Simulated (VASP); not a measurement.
# ZnGaSi (P-6m2) in VASP: vibrations by perturbation theory with PBEsol

Aim: the vibrations by perturbation theory of ZnGaSi with PBEsol.

Everything below comes from runs of VASP 6.6.1. Logs are shortened: lines on timing, memory, paths and dates and some standing lists are left out, and cuts for length are marked.

## (1) The cell of the first run

Symmetry: P-6m2, No. 187, hexagonal system. The conventional cell has a = 4.613 Å, b = 4.613 Å, c = 2.593 Å, α = 90.00°, β = 90.00°, γ = 120.00°. Zn (site symmetry -6m2) has 2 Zn at 2.59 Å and 6 Si at 2.96 Å and 6 Ga at 2.96 Å within 3.4 Å. Within 3.4 Å of Ga (site symmetry -6m2) lie 2 Ga at 2.59 Å and 3 Si at 2.66 Å and 6 Zn at 2.96 Å. Si (site symmetry -6m2) has 2 Si at 2.59 Å and 3 Ga at 2.66 Å and 6 Zn at 2.96 Å within 3.4 Å.

## (2) Vibrations by perturbation theory, PBEsol

The input, INCAR:

```
SYSTEM = ZnGaSi
PREC = Accurate
ENCUT = 520
EDIFF = 1E-8
ISMEAR = -1
SIGMA = 0.15
LREAL = .FALSE.
LASPH = .TRUE.
NELM = 100
ALGO = Normal
ISIF = 2
LWAVE = .FALSE.
LCHARG = .FALSE.
GGA = PS
IBRION = 8
NSW = 1
```

The input, KPOINTS:

```
regular mesh
0
G
  2 2 2
  0 0 0
```

The input, POSCAR:

```
ZnGaSi
1.0
    4.6131020534      0.0000000000      0.0000000000
   -2.3065510267      3.9950635685      0.0000000000
    0.0000000000      0.0000000000      2.5929923354
Zn Ga Si
1 1 1
Direct
    0.0000000000      0.0000000000      0.0000000000
    0.3333333333      0.6666666667      0.5000000000
    0.6666666667      0.3333333333      0.5000000000
```

Potentials or basis: VASP PAW PBE potentials, release 64 (Zn, Ga_d, Si).

On the command line:

```sh
> cat potpaw_PBE.64/Zn/POTCAR potpaw_PBE.64/Ga_d/POTCAR potpaw_PBE.64/Si/POTCAR > POTCAR
> mpirun -np 1 vasp_std > vasp.out
```

OUTCAR:

```text
SYSTEM = ZnGaSi
   PREC = Accurate
   ENCUT = 520
   EDIFF = 1E-8
   ISMEAR = -1
   LREAL = .FALSE.
   LASPH = .TRUE.
   NELM = 100
   ISIF = 2
   GGA = PS
   IBRION = 8
   NSW = 1

 ion  position               nearest neighbor table
   1  0.000  0.000  0.000-   2 2.96   3 2.96   2 2.96   3 2.96   3 2.96   3 2.96   2 2.96   2 2.96
                             3 2.96   3 2.96   2 2.96   2 2.96
   2  0.333  0.667  0.500-   3 2.66   3 2.66   3 2.66   1 2.96   1 2.96   1 2.96   1 2.96   1 2.96
                             1 2.96
   3  0.667  0.333  0.500-   2 2.66   2 2.66   2 2.66   1 2.96   1 2.96   1 2.96   1 2.96   1 2.96
                             1 2.96

  LATTYP: Found a hexagonal cell.
 ALAT       =     4.6131020534
 C/A-ratio  =     0.5620929920

  Lattice vectors:

 A1 = (   4.6131020534,   0.0000000000,   0.0000000000)
 A2 = (  -2.3065510267,   3.9950635685,   0.0000000000)
 A3 = (   0.0000000000,   0.0000000000,   2.5929923354)

Analysis of symmetry for initial positions (statically):
=====================================================================
 Subroutine PRICEL returns:
 Original cell was already a primitive cell.

 Routine SETGRP: Setting up the symmetry group for a
 hexagonal supercell.

 Subroutine GETGRP returns: Found 12 space group operations
 (whereof 12 operations were pure point group operations)
 out of a pool of 24 trial point group operations.

The static configuration has the point symmetry D_3h.

Analysis of symmetry for dynamics (positions and initial velocities):
=====================================================================
 Subroutine PRICEL returns:
 Original cell was already a primitive cell.

 Routine SETGRP: Setting up the symmetry group for a
 hexagonal supercell.

 Subroutine GETGRP returns: Found 12 space group operations
 (whereof 12 operations were pure point group operations)
 out of a pool of 24 trial point group operations.

The dynamic configuration has the point symmetry D_3h.

 Subroutine INISYM returns: Found 12 space group operations
 (whereof 12 operations are pure point group operations),
 and found     1 'primitive' translations

----------------------------------------------------------------------------------------

                                     Primitive cell

  volume of cell :      47.7879

  direct lattice vectors                    reciprocal lattice vectors
     4.613102053  0.000000000  0.000000000     0.216773873  0.125154454  0.000000000
    -2.306551027  3.995063568  0.000000000     0.000000000  0.250308908  0.000000000
     0.000000000  0.000000000  2.592992335     0.000000000  0.000000000  0.385654823

  length of vectors
     4.613102053  4.613102053  2.592992335     0.250308908  0.250308908  0.385654823

  position of ions in fractional coordinates (direct lattice)
     0.000000000  0.000000000  0.000000000
     0.333333333  0.666666667  0.500000000
     0.666666667  0.333333333  0.500000000

  ion indices of the primitive-cell ions
   primitive index   ion index
                 1           1
                 2           2
                 3           3

----------------------------------------------------------------------------------------

[... 77 lines left out ...]
   LEPSILON=     F    determine dielectric tensor
   LRPA    =     F    only Hartree local field effects (RPA)
 non-spin polarized calculation
  energy-cutoff  :      520.00
  volume of cell :       47.79
 maximum number of plane-waves:      1318
 NGX is ok and might be reduce to    36
   NGX = 17   NGY = 17   NGZ =  9

--------------------------------------- Ionic step        1  -------------------------------------------

 number of electron      28.9999994 magnetization

 Free energy of the ion-electron system (eV)
  ---------------------------------------------------
  ext. energy  EPLUGINS =         0.00000000
  ---------------------------------------------------
  free energy    TOTEN  =       -10.45606900 eV

  energy without entropy =      -10.31540890  energy(sigma->0) =      -10.38573895

 E-fermi :   6.2467     XC(G=0): -11.4478

 val. band max:        6.0877820289   @ k =   0.5000   0.0000   0.5000
 cond. band min:       6.3814886232   @ k =   0.0000   0.0000   0.5000
 fundamental gap:      0.2937065943
 Fermi energy:         6.2466614081

 k-point     1 :       0.0000    0.0000    0.0000
  band No.  band energies     occupation
      1      -8.9474      2.00000
      2      -8.6546      2.00000
      3      -8.6546      2.00000
      4      -8.4592      2.00000
      5      -8.4592      2.00000
      6      -6.0859      2.00000
[... 73 lines left out ...]
     17       7.3278      0.00148
     18       8.4980      0.00000

------------------------ aborting loop because EDIFF is reached ----------------------------------------

  FORCE on cell =-STRESS in cart. coord.  units (eV):
  Direction    XX          YY          ZZ          XY          YZ          ZX
  --------------------------------------------------------------------------------------
  -------------------------------------------------------------------------------------
  Total       -2.9760602     -2.9760602      3.4584225      0.0000000      0.0000000      0.0000000
  in kB      -99.7778891    -99.7778891    115.9499698      0.0000000      0.0000000      0.0000000
  external PRESSURE =     -27.8686028 kB  Pullay stress =       0.0000000 kB

 VOLUME and BASIS-vectors are now :
 -----------------------------------------------------------------------------
  energy-cutoff  :      520.00
  volume of cell :       47.79
      direct lattice vectors                 reciprocal lattice vectors
     4.613102053  0.000000000  0.000000000     0.216773873  0.125154454  0.000000000
    -2.306551027  3.995063568  0.000000000     0.000000000  0.250308908  0.000000000
     0.000000000  0.000000000  2.592992335     0.000000000  0.000000000  0.385654823

 POSITION                                       TOTAL-FORCE (eV/Angst)
 -----------------------------------------------------------------------------------
      0.00000      0.00000      0.00000         0.000000     -0.000000      0.000000
     -0.00000      2.66338      1.29650        -0.000000      0.000000      0.000000
      2.30655      1.33169      1.29650         0.000000     -0.000000      0.000000
 -----------------------------------------------------------------------------------
    total drift:                                0.000000     -0.000000     -0.000000

  FREE ENERGIE OF THE ION-ELECTRON SYSTEM (eV)
  ---------------------------------------------------
  free  energy   TOTEN  =       -10.4560690023 eV

  energy  without entropy=      -10.3154088956  energy(sigma->0) =      -10.38573895

[... ionic steps 2 to 9 ...]

--------------------------------------- Ionic step       10  -------------------------------------------

------------------------ aborting loop because EDIFF is reached ----------------------------------------

[... ionic steps 11 to 11 ...]

--------------------------------------- Ionic step       12  -------------------------------------------

 Free energy of the ion-electron system (eV)
  ---------------------------------------------------
  ---------------------------------------------------
  free energy    TOTEN  =        -0.00760141 eV

  energy without entropy =       -0.00760141

------------------------ aborting loop because EDIFF is reached ----------------------------------------

 INTERNAL STRAIN TENSOR  FOR ION    3  DIRECTION 3   (eV/Angst):
 -----------------------------------------------------------------------------
    -0.00001 -0.00000  0.00000
     0.00000 -0.00001 -0.00000
     0.00000 -0.00000  0.00002

 INTERNAL STRAIN TENSOR FOR ION    3 for displacements in x,y,z  (eV/Angst):
          X           Y           Z          XY          YZ          ZX
  --------------------------------------------------------------------------------
  x     0.00000     0.00000     0.00000     3.50822     0.00000     0.00000
  y     3.50822    -3.50822     0.00000     0.00000     0.00000     0.00000
  z     0.00000     0.00000     0.00000     0.00000     0.00000     0.00000

 SECOND DERIVATIVES (NOT SYMMETRIZED)
 ------------------------------------
               1X          1Y          1Z          2X          2Y          2Z          3X          3Y          3Z
  1X     1.488946    0.000000    0.000000    0.516258   -0.000000    0.000000   -2.005204    0.000000    0.000000
  1Y     0.000000    1.488946    0.000000    0.000000    0.516258    0.000000    0.000000   -2.005204    0.000000
  1Z     0.000000    0.000000    1.659741    0.000000    0.000000   -0.634761    0.000000   -0.000000   -1.024979
  2X     0.477564    0.000000    0.000000   -4.343177    0.000000    0.000000    3.865613    0.000000    0.000000
  2Y     0.000000    0.477564    0.000000    0.000000   -4.343177    0.000000    0.000000    3.865613    0.000000
  2Z     0.000000    0.000000   -0.632566    0.000000    0.000000   -0.675458    0.000000    0.000000    1.308024
  3X    -2.024701    0.000000    0.000000    3.868380   -0.000000    0.000000   -1.843680    0.000000    0.000000
  3Y     0.000000   -2.024701    0.000000    0.000000    3.868380    0.000000    0.000000   -1.843680    0.000000
  3Z     0.000000    0.000000   -1.009715   -0.000000    0.000000    1.320813    0.000000    0.000000   -0.311098

 Eigenvectors and eigenvalues of the dynamical matrix
 ----------------------------------------------------

   1 f  =    6.248967 THz    39.263415 2PiTHz  208.443088 cm-1    25.843638 meV
             X         Y         Z           dx          dy          dz
      0.000000  0.000000  0.000000    -0.000008    0.212022    0.000000
     -0.000000  2.663376  1.296496     0.000024   -0.661139    0.000000
      2.306551  1.331688  1.296496    -0.000026    0.719682    0.000000
[... 43 lines left out ...]
   9 f/i=    3.653358 THz    22.954726 2PiTHz  121.862907 cm-1    15.109068 meV
             X         Y         Z           dx          dy          dz
      0.000000  0.000000  0.000000     0.000015   -0.740599   -0.000000
     -0.000000  2.663376  1.296496    -0.000007    0.371782    0.000000
      2.306551  1.331688  1.296496    -0.000011    0.559724    0.000000

--------------------------------------------------------------------------------------------------------

 ELASTIC MODULI CONTR FROM IONIC RELAXATION (kBar)
 Direction    XX          YY          ZZ          XY          YZ          ZX
 --------------------------------------------------------------------------------
 XX        -163.1394    163.1394      0.0000     -0.0000      0.0000      0.0000
 YY         163.1394   -163.1394      0.0000      0.0000      0.0000      0.0000
 ZZ           0.0000      0.0000      0.0000      0.0000      0.0000      0.0000
 XY          -0.0000      0.0000      0.0000   -163.1394      0.0000      0.0000
 YZ           0.0000      0.0000      0.0000      0.0000      0.0000      0.0000
 ZX           0.0000      0.0000      0.0000      0.0000      0.0000      0.0000
 --------------------------------------------------------------------------------
```

Run time: 2.2 min. Hardware: 1 thread of Intel Xeon Platinum 8559C (Emerald Rapids), shared host; peak memory 0.2 GiB.

What came out:

| Quantity | Value |
| --- | --- |
| Highest phonon frequency at Γ | 208 cm⁻¹ |
| Most unstable mode | 122i cm⁻¹ |

Phonon frequencies in cm⁻¹ (negative: imaginary):
| q point | frequencies |
| --- | --- |
| (0.000, 0.000, 0.000) | -122 -122 -113 0 1 1 107 208 208 |

Caveat: the k points lie up to 1.21 Å⁻¹ apart, too coarse for converged energies, forces and pressures; the cell stands under pressure or tension, which shifts response properties; some modes are imaginary; the PAW data sets were made with another functional, which shifts forces and pressure a little.
